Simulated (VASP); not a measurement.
# TaAl4 (Im-3m) in VASP: further runs, part 2 of 2

VASP 6.6.1. The steps go on from the part before.

**3. Single point, PBE**

This run uses another cell than the first one, of 22.48 Å³/atom, 1.388 times its volume.

File INCAR:

```
ALGO = Fast ; EDIFF = 1E-7
ENCUT = 520 ; GGA = PE
ISIF = 2 ; ISMEAR = 0
LASPH = T ; LCHARG = F
LREAL = F ; LWAVE = F
NBANDS = 20 ; NELM = 60
PREC = Accurate ; SIGMA = 0.1
```

File KPOINTS:

```
k-points
0
Gamma
  4 4 4
```

File POSCAR:

```
TaAl4
1.0
   -3.0401858164      3.0401858164      3.0401858164
    3.0401858164     -3.0401858164      3.0401858164
    3.0401858164      3.0401858164     -3.0401858164
Ta Al
1 4
Direct
    0.0000000000      0.0000000000      0.0000000000
    0.5000000000      0.5000000000      0.5000000000
    0.0000000000      0.0000000000      0.5000000000
    0.0000000000      0.5000000000      0.0000000000
    0.5000000000      0.0000000000      0.0000000000
```

Potentials or basis: VASP PAW PBE potentials, release 64 (Ta_pv, Al).

The run is started by

```bash
$ cat potpaw_PBE.64/Ta_pv/POTCAR potpaw_PBE.64/Al/POTCAR > POTCAR
$ mpirun -np 1 vasp_std > vasp.out
```

OUTCAR:

```text
EDIFF = 1E-7
   ENCUT = 520
   GGA = PE
   ISIF = 2
   ISMEAR = 0
   LASPH = T
   LREAL = F
   NELM = 60
   PREC = Accurate

 ion  position               nearest neighbor table
   1  0.000  0.000  0.000-   2 2.63   3 2.63   4 2.63   5 2.63   3 2.63   4 2.63   5 2.63   2 2.63

   2  0.500  0.500  0.500-   1 2.63   1 2.63   4 3.04   5 3.04   5 3.04   4 3.04   3 3.04   3 3.04

   3  0.000  0.000  0.500-   1 2.63   1 2.63   4 3.04   5 3.04   2 3.04   4 3.04   5 3.04   2 3.04

   4  0.000  0.500  0.000-   1 2.63   1 2.63   3 3.04   5 3.04   2 3.04   3 3.04   2 3.04   5 3.04

   5  0.500  0.000  0.000-   1 2.63   1 2.63   3 3.04   4 3.04   2 3.04   2 3.04   3 3.04   4 3.04

  LATTYP: Found a body centered cubic cell.
 ALAT       =     6.0803716328

  Lattice vectors:

 A1 = (  -3.0401858164,   3.0401858164,   3.0401858164)
 A2 = (   3.0401858164,  -3.0401858164,   3.0401858164)
 A3 = (   3.0401858164,   3.0401858164,  -3.0401858164)

Analysis of symmetry for initial positions (statically):
=====================================================================
 Subroutine PRICEL returns:
 Original cell was already a primitive cell.

 Routine SETGRP: Setting up the symmetry group for a
 body centered cubic supercell.

 Subroutine GETGRP returns: Found 48 space group operations
 (whereof 48 operations were pure point group operations)
 out of a pool of 48 trial point group operations.

The static configuration has the point symmetry O_h .

Analysis of symmetry for dynamics (positions and initial velocities):
=====================================================================
 Subroutine PRICEL returns:
 Original cell was already a primitive cell.

 Routine SETGRP: Setting up the symmetry group for a
 body centered cubic supercell.

 Subroutine GETGRP returns: Found 48 space group operations
 (whereof 48 operations were pure point group operations)
 out of a pool of 48 trial point group operations.

The dynamic configuration has the point symmetry O_h .

 Subroutine INISYM returns: Found 48 space group operations
 (whereof 48 operations are pure point group operations),
 and found     1 'primitive' translations

----------------------------------------------------------------------------------------

                                     Primitive cell

  volume of cell :     112.3985

  direct lattice vectors                    reciprocal lattice vectors
    -3.040185816  3.040185816  3.040185816     0.000000000  0.164463632  0.164463632
     3.040185816 -3.040185816  3.040185816     0.164463632  0.000000000  0.164463632
     3.040185816  3.040185816 -3.040185816     0.164463632  0.164463632  0.000000000

  length of vectors
     5.265756298  5.265756298  5.265756298     0.232586698  0.232586698  0.232586698

  position of ions in fractional coordinates (direct lattice)
     0.000000000  0.000000000  0.000000000
     0.500000000  0.500000000  0.500000000
     0.000000000  0.000000000  0.500000000
     0.000000000  0.500000000  0.000000000
     0.500000000  0.000000000  0.000000000

  ion indices of the primitive-cell ions
   primitive index   ion index
                 1           1
                 2           2
[... 27 lines left out ...]

 Found      8 irreducible k-points:

 Following reciprocal coordinates:
            Coordinates               Weight
  0.000000  0.000000  0.000000      1.000000
  0.250000  0.000000  0.000000     12.000000
  0.500000  0.000000  0.000000      6.000000
  0.250000  0.250000  0.000000     24.000000
  0.250000  0.250000  0.250000      2.000000
 -0.250000  0.250000  0.250000      6.000000
  0.500000  0.500000  0.250000     12.000000
  0.500000  0.500000  0.500000      1.000000
   k-points           NKPTS =      8   k-points in BZ     NKDIM =      8   number of bands    NBANDS=     20
   number of dos      NEDOS =    301   number of ions     NIONS =      5
   total plane-waves  NPLWV =  64000
   dimension x,y,z NGX =    40 NGY =   40 NGZ =   40
   dimension x,y,z NGXF=    80 NGYF=   80 NGZF=   80
   ions per type =               1   4
   NGX,Y,Z   is equivalent  to a cutoff of  12.63, 12.63, 12.63 a.u.
   NGXF,Y,Z  is equivalent  to a cutoff of  25.26, 25.26, 25.26 a.u.
 SYSTEM =  unknown system
   PREC   = accura    normal or accurate (medium, high low for compatibility)
   ISTART =      0    job   : 0-new  1-cont  2-samecut
   ICHARG =      2    charge: 1-file 2-atom 10-const
   ISPIN  =      1    spin polarized calculation?
   LNONCOLLINEAR =      F non collinear calculations
   LSORBIT =      F    spin-orbit coupling
   LASPH  =      T    aspherical Exc in radial PAW
   ENCUT  =  520.0 eV  38.22 Ry    6.18 a.u.   9.79  9.79  9.79*2*pi/ulx,y,z
   NELM   =     60;   NELMIN=  2; NELMDL= -5     # of ELM steps
   EDIFF  = 0.1E-06   stopping-criterion for ELM
   LREAL  =      F    real-space projection
   EDIFFG = 0.1E-05   stopping-criterion for IOM
   NSW    =      0    number of steps for IOM
   IBRION =     -1    ionic relax: 0-MD 1-quasi-New 2-CG
   NFREE  =      0    steps in history (QN), initial steepest desc. (CG)
   ISIF   =      2    stress and relaxation
   ISYM   =      2    0-nonsym 1-usesym 2-fastsym
   POTIM  = 0.5000    time-step for ionic-motion
   TEBEG  =    0.0;   TEEND  =   0.0 temperature during run
   PSTRESS=    0.0 pullay stress
   NELECT =      23.0000    total number of electrons
   NUPDOWN=      -1.0000    fix difference up-down
   EMIN   =  10.00;   EMAX   =-10.00  energy-range for DOS
   EFERMI =   0.00;   METHOD = LEGACY
   ISMEAR =     0;   SIGMA  =   0.10  broadening in eV -4-tet -1-fermi 0-gaus
   EFERMI_NEDOS =   21; number of points for ismear=-14 and -15
   IALGO  =     68    algorithm
   IMIX   =      4    mixing-type and parameters
     AMIX     =   0.40;   BMIX     =  1.00
     AMIX_MAG =   1.60;   BMIX_MAG =  1.00
  volume/ion in A,a.u.               =      22.48       151.70
  Fermi-wavevector in a.u.,A,eV,Ry     =   0.964711  1.823040 12.662503  0.930668
  Thomas-Fermi vector in A             =   2.094366
   LORBIT       =      0    0 simple, 1 ext, 2 COOP (PROOUT), +10 PAW based schemes
   GGA     = PE    functional components
   LHFCALC =     F    Hartree Fock is set to
   AEXX    =    0.0000 exact exchange contribution
   IVDW    =     0    specifies the selected vdW correction
   LEPSILON=     F    determine dielectric tensor
   LRPA    =     F    only Hartree local field effects (RPA)
 non-spin polarized calculation
 RMM-DIIS sequential band-by-band and
 Gauss-broadening in eV      SIGMA  =   0.10
  energy-cutoff  :      520.00
  volume of cell :      112.40
 maximum number of plane-waves:      3044
   NGX = 19   NGY = 19   NGZ = 19

 number of electron      22.9999997 magnetization

 Free energy of the ion-electron system (eV)
  ---------------------------------------------------
  ext. energy  EPLUGINS =         0.00000000
  ---------------------------------------------------
  free energy    TOTEN  =       -25.52764394 eV

  energy without entropy =      -25.48113285  energy(sigma->0) =      -25.50438840

 E-fermi :   3.7265     XC(G=0):  -9.3377

 val. band max:        3.7207964753   @ k =   0.0000   0.0000   0.0000
 cond. band min:       3.7555140692   @ k =   0.2500   0.2500   0.0000
 fundamental gap:      0.0347175939
 Fermi energy:         3.7265402074

 k-point     1 :       0.0000    0.0000    0.0000
  band No.  band energies     occupation
      1     -29.1741      2.00000
      2     -29.1741      2.00000
      3     -29.1741      2.00000
      4      -4.0938      2.00000
      5       1.1242      2.00000
      6       1.1242      2.00000
[... 173 lines left out ...]
     19       9.6215      0.00000
     20       9.6215      0.00000

------------------------ aborting loop because EDIFF is reached ----------------------------------------

  FORCE on cell =-STRESS in cart. coord.  units (eV):
  Direction    XX          YY          ZZ          XY          YZ          ZX
  --------------------------------------------------------------------------------------
  -------------------------------------------------------------------------------------
  Total        0.2394476      0.2394476      0.2394476      0.0000000      0.0000000      0.0000000
  in kB        3.4131925      3.4131925      3.4131925      0.0000000      0.0000000      0.0000000
  external PRESSURE =       3.4131925 kB  Pullay stress =       0.0000000 kB

 VOLUME and BASIS-vectors are now :
 -----------------------------------------------------------------------------
  energy-cutoff  :      520.00
  volume of cell :      112.40
      direct lattice vectors                 reciprocal lattice vectors
    -3.040185816  3.040185816  3.040185816     0.000000000  0.164463632  0.164463632
     3.040185816 -3.040185816  3.040185816     0.164463632  0.000000000  0.164463632
     3.040185816  3.040185816 -3.040185816     0.164463632  0.164463632  0.000000000

 POSITION                                       TOTAL-FORCE (eV/Angst)
 -----------------------------------------------------------------------------------
      0.00000      0.00000      0.00000         0.000000      0.000000      0.000000
      1.52009      1.52009      1.52009        -0.000000     -0.000000     -0.000000
      1.52009      1.52009     -1.52009        -0.000000      0.000000     -0.000000
      1.52009     -1.52009      1.52009         0.000000     -0.000000     -0.000000
     -1.52009      1.52009      1.52009        -0.000000      0.000000      0.000000
 -----------------------------------------------------------------------------------
    total drift:                               -0.000000      0.000000      0.000000

  FREE ENERGIE OF THE ION-ELECTRON SYSTEM (eV)
  ---------------------------------------------------
  free  energy   TOTEN  =       -25.5276439393 eV

  energy  without entropy=      -25.4811328512  energy(sigma->0) =      -25.50438840
```

Wall time 11 s (1 thread of AMD EPYC 9R45 (Zen 5), shared host); peak memory 0.2 GiB.

What came out:

| Property | Result |
| --- | --- |
| Free energy | -25.5276 eV |
| Pressure | 0.3 GPa |

Levels at points of the mesh, in eV from the Fermi level:
| k point | band 9 | band 10 | band 11 | band 12 | band 13 | band 14 | band 15 | band 16 |
| --- | --- | --- | --- | --- | --- | --- | --- | --- |
| (0.00, 0.00, 0.00) | -0.01 | -0.01 | 0.27 | 0.27 | 0.27 | 0.42 | 0.42 | 2.75 |
| (0.50, 0.00, 0.00) | -0.68 | -0.38 | -0.30 | -0.06 | 1.91 | 2.93 | 3.39 | 3.44 |
| (0.50, 0.50, 0.50) | -2.95 | -0.73 | -0.73 | -0.73 | 3.36 | 3.77 | 3.77 | 5.78 |

Caveat: the k points lie up to 0.37 Å⁻¹ apart; spin-orbit coupling is left out, which moves the levels of the heavy elements.

**4. Relaxation of cell and atoms, PBE**

File INCAR:

```
ALGO = Normal
EDIFF = 1E-6
EDIFFG = -0.04
ENCUT = 600
GGA = PE
IBRION = 2
ISIF = 3
ISMEAR = 0
LASPH = T
LCHARG = F
LREAL = F
LWAVE = F
NELM = 80
NSW = 90
PREC = Accurate
SIGMA = 0.1
```

KPOINTS is that of step 3.

Edit POSCAR of step 3 so:

```diff
@@ -2,5 +2,5 @@
 1.0
-   -3.0401858164      3.0401858164      3.0401858164
-    3.0401858164     -3.0401858164      3.0401858164
-    3.0401858164      3.0401858164     -3.0401858164
+   -2.7256067500      2.7256067500      2.7256067500
+    2.7256067500     -2.7256067500      2.7256067500
+    2.7256067500      2.7256067500     -2.7256067500
 Ta Al
```

The run is started by

```bash
$ cat potpaw_PBE.64/Ta_pv/POTCAR potpaw_PBE.64/Al/POTCAR > POTCAR
$ mpirun -np 1 vasp_std > vasp.out
```

Run time: 26 s. Hardware: 1 thread of AMD EPYC 9R45 (Zen 5), shared host; peak memory 0.2 GiB.

It converged, with:

```
Free energy                            : -25.5260 eV
Relaxed volume                         : 22.61 Å³/atom
Relaxed cell                           : a = 5.276 Å, b = 5.276 Å, c = 5.276 Å, α = 109.47°, β = 109.47°, γ = 109.47°
Space group after relaxing (to 0.05 Å) : Im-3m (No. 229)
Energy gained by relaxing              : 648.0 meV/atom
Ionic steps                            : 3
Pressure after relaxing                : -0.1 GPa
```

Step by step:
| step | energy change (eV) | largest force (eV/Å) | pressure (GPa) | volume (Å³) |
| --- | --- | --- | --- | --- |
| 1 | 0.0000 | 0.0000 | 42.13 | 80.99 |
| 2 | -2.1128 | 0.0000 | -10.38 | 141.88 |
| 3 | -3.2401 | 0.0000 | -0.06 | 113.04 |

Final structure:
```
Ta Al
1.0
    -3.04600    3.04600    3.04600
     3.04600   -3.04600    3.04600
     3.04600    3.04600   -3.04600
Ta Al
1 4
Direct
  0.00000 0.00000 0.00000
  0.50000 0.50000 0.50000
  0.00000 0.00000 0.50000
  0.00000 0.50000 0.00000
  0.50000 0.00000 0.00000
```

Levels at points of the mesh, in eV from the Fermi level:
| k point | band 8 | band 9 | band 10 | band 11 | band 12 | band 13 | band 14 | band 15 |
| --- | --- | --- | --- | --- | --- | --- | --- | --- |
| (0.00, 0.00, 0.00) | -0.01 | -0.01 | -0.01 | 0.27 | 0.27 | 0.27 | 0.42 | 0.42 |
| (0.50, 0.00, 0.00) | -1.98 | -0.68 | -0.38 | -0.29 | -0.05 | 1.90 | 2.92 | 3.41 |
| (0.50, 0.50, 0.50) | -2.93 | -2.93 | -0.73 | -0.73 | -0.73 | 3.31 | 3.75 | 3.75 |

Caveat: the k points lie up to 0.36 Å⁻¹ apart in the final cell; the volume moved by over 15 % at a fixed basis, so the end points are rough; spin-orbit coupling is left out, which moves the levels of the heavy elements.

**5. Single point, PBE**

This run uses another cell than the first one, of 22.70 Å³/atom, 1.401 times its volume.

File INCAR:

```
PREC = Accurate
ENCUT = 520
EDIFF = 1E-6
ISMEAR = 0
SIGMA = 0.1
LREAL = False
LASPH = True
NELM = 100
ALGO = Fast
ISIF = 2
LWAVE = False
LCHARG = True
GGA = PE
LELF = True
LVHAR = True
NBANDS = 20
```

File KPOINTS:

```
Automatic mesh
0
Gamma
  10 10 10
```

Edit POSCAR of step 4 so:

```diff
@@ -2,5 +2,5 @@
 1.0
-   -2.7256067500      2.7256067500      2.7256067500
-    2.7256067500     -2.7256067500      2.7256067500
-    2.7256067500      2.7256067500     -2.7256067500
+   -3.0499349646      3.0499349646      3.0499349646
+    3.0499349646     -3.0499349646      3.0499349646
+    3.0499349646      3.0499349646     -3.0499349646
 Ta Al
```

Potentials or basis: VASP PAW PBE potentials, release 64 (Ta_pv, Al).

The run is started by

```bash
$ cat potpaw_PBE.64/Ta_pv/POTCAR potpaw_PBE.64/Al/POTCAR > POTCAR
$ mpirun -np 1 vasp_std > vasp.out
```

OUTCAR:

```text
PREC = Accurate
   ENCUT = 520
   EDIFF = 1E-6
   ISMEAR = 0
   LREAL = False
   LASPH = True
   NELM = 100
   ISIF = 2
   GGA = PE

 ion  position               nearest neighbor table
   1  0.000  0.000  0.000-   2 2.64   3 2.64   4 2.64   5 2.64   3 2.64   4 2.64   5 2.64   2 2.64

   2  0.500  0.500  0.500-   1 2.64   1 2.64   4 3.05   5 3.05   5 3.05   4 3.05   3 3.05   3 3.05

   3  0.000  0.000  0.500-   1 2.64   1 2.64   4 3.05   5 3.05   2 3.05   4 3.05   5 3.05   2 3.05

   4  0.000  0.500  0.000-   1 2.64   1 2.64   3 3.05   5 3.05   2 3.05   3 3.05   2 3.05   5 3.05

   5  0.500  0.000  0.000-   1 2.64   1 2.64   3 3.05   4 3.05   2 3.05   2 3.05   3 3.05   4 3.05

  LATTYP: Found a body centered cubic cell.
 ALAT       =     6.0998699292

  Lattice vectors:

 A1 = (  -3.0499349646,   3.0499349646,   3.0499349646)
 A2 = (   3.0499349646,  -3.0499349646,   3.0499349646)
 A3 = (   3.0499349646,   3.0499349646,  -3.0499349646)

Analysis of symmetry for initial positions (statically):
=====================================================================
 Subroutine PRICEL returns:
[... 174 lines left out ...]
  free energy    TOTEN  =       -25.50805008 eV

  energy without entropy =      -25.47096611  energy(sigma->0) =      -25.48950809

 E-fermi :   3.6397     XC(G=0):  -9.3010

 val. band max:        3.6311964950   @ k =   0.3000   0.0000   0.0000
 cond. band min:       3.6403030497   @ k =   0.3000   0.2000   0.2000
 fundamental gap:      0.0091065547
 Fermi energy:         3.6396548470

 k-point     1 :       0.0000    0.0000    0.0000
  band No.  band energies     occupation
      1     -29.2906      2.00000
      2     -29.2906      2.00000
      3     -29.2906      2.00000
      4      -4.1165      2.00000
      5       1.0641      2.00000
      6       1.0641      2.00000
[... 541 lines left out ...]
     19       9.2677      0.00000
     20       9.4245      0.00000

 [... further k-points ...]
[... 5 lines left out ...]
  --------------------------------------------------------------------------------------
  -------------------------------------------------------------------------------------
  Total       -0.0043047     -0.0043047     -0.0043047     -0.0000000     -0.0000000     -0.0000000
  in kB       -0.0607750     -0.0607750     -0.0607750     -0.0000000     -0.0000000     -0.0000000
  external PRESSURE =      -0.0607750 kB  Pullay stress =       0.0000000 kB

 VOLUME and BASIS-vectors are now :
 -----------------------------------------------------------------------------
  energy-cutoff  :      520.00
  volume of cell :      113.48
      direct lattice vectors                 reciprocal lattice vectors
    -3.049934965  3.049934965  3.049934965     0.000000000  0.163937922  0.163937922
     3.049934965 -3.049934965  3.049934965     0.163937922  0.000000000  0.163937922
     3.049934965  3.049934965 -3.049934965     0.163937922  0.163937922  0.000000000

 POSITION                                       TOTAL-FORCE (eV/Angst)
 -----------------------------------------------------------------------------------
      0.00000      0.00000      0.00000         0.000000      0.000000      0.000000
      1.52497      1.52497      1.52497        -0.000000     -0.000000     -0.000000
      1.52497      1.52497     -1.52497         0.000000      0.000000     -0.000000
      1.52497     -1.52497      1.52497        -0.000000      0.000000      0.000000
     -1.52497      1.52497      1.52497        -0.000000     -0.000000      0.000000
 -----------------------------------------------------------------------------------
    total drift:                               -0.000000      0.000000      0.000000

  FREE ENERGIE OF THE ION-ELECTRON SYSTEM (eV)
  ---------------------------------------------------
  free  energy   TOTEN  =       -25.5080500759 eV

  energy  without entropy=      -25.4709661139  energy(sigma->0) =      -25.48950809
```

It took 61 s on 1 thread of AMD EPYC 9R45 (Zen 5), shared host; peak memory 0.25 GiB.

Results:

```yaml
Free_energy: -25.5081 eV
Pressure: 0.0 GPa
```

Caveat: spin-orbit coupling is left out, which moves the levels of the heavy elements.

**6. Single point, PBE**

This run uses another cell than the first one: it holds 10 atoms, not 5.

File INCAR:

```
  PREC = Accurate
  ENCUT = 520
  EDIFF = 1E-7
  ISMEAR = 0
  SIGMA = 0.2
  LREAL = F
  LASPH = T
  NELM = 100
  ALGO = Fast
  ISIF = 2
  LWAVE = F
  LCHARG = F
  GGA = PE
  NBANDS = 34
```

File KPOINTS:

```
regular mesh
0
Gamma
  4 4 4
```

File POSCAR:

```
TaAl4
1.0
   -3.0499349646      3.0499349646      3.0499349646
    3.0499349646     -3.0499349646      3.0499349646
    6.0998699292      6.0998699292      0.0000000000
Ta Al
2 8
Direct
    0.0000000000      1.0000000000      0.0000000000
    0.5000000000      0.5000000000      0.5000000000
    0.2500000000      0.2500000000      0.2500000000
    0.7500000000      0.7500000000      0.7500000000
    0.7500000000      0.7500000000      0.2500000000
    0.2500000000      0.2500000000      0.7500000000
    1.0000000000      0.5000000000      1.0000000000
    0.5000000000      1.0000000000      0.5000000000
    0.5000000000      1.0000000000      0.0000000000
    0.0000000000      0.5000000000      0.5000000000
```

Potentials or basis: VASP PAW PBE potentials, release 64 (Ta_pv, Al).

The run is started by

```bash
$ cat potpaw_PBE.64/Ta_pv/POTCAR potpaw_PBE.64/Al/POTCAR > POTCAR
$ mpirun -np 1 vasp_std > vasp.out
```

It took 1.8 min on 1 thread of AMD EPYC 9R45 (Zen 5), shared host; peak memory 0.35 GiB.

The run converged, but its numbers aren't listed here, since they failed a check.

Caveat: the result breaks the symmetry of the cell; spin-orbit coupling is left out, which moves the levels of the heavy elements.

**7. Summary**

| task | cell | k mesh | cutoff (eV) | gap on the mesh (eV) | pressure (GPa) |
| --- | --- | --- | --- | --- | --- |
| single point | a = 4.721 Å, angles 109.5°, 5 atoms | 4 × 4 × 4 | 520 | none | 42.1 |
| single point | a = 5.266 Å, angles 109.5°, 5 atoms | 4 × 4 × 4 | 520 | none | 0.3 |
| relaxation of cell and atoms | relaxed from a = 4.721 Å, angles 109.5°, 5 atoms | 4 × 4 × 4 | 600 | none | -0.1 |
| single point | a = 5.283 Å, angles 109.5°, 5 atoms | 10 × 10 × 10 | 520 | none | 0.0 |

Alike in all rows: level PBE; potentials or basis VASP PAW PBE potentials, release 64 (Ta_pv, Al); no spin polarisation; smearing gaussian 0.1 eV.

Caveats: some runs use coarse meshes; spin-orbit coupling is left out, which moves the levels of the heavy elements; the volume moved by over 15 % at a fixed basis, so the end points are rough (some runs).

Total energies depend on the potentials used, so only differences within one code and one set of settings carry meaning.
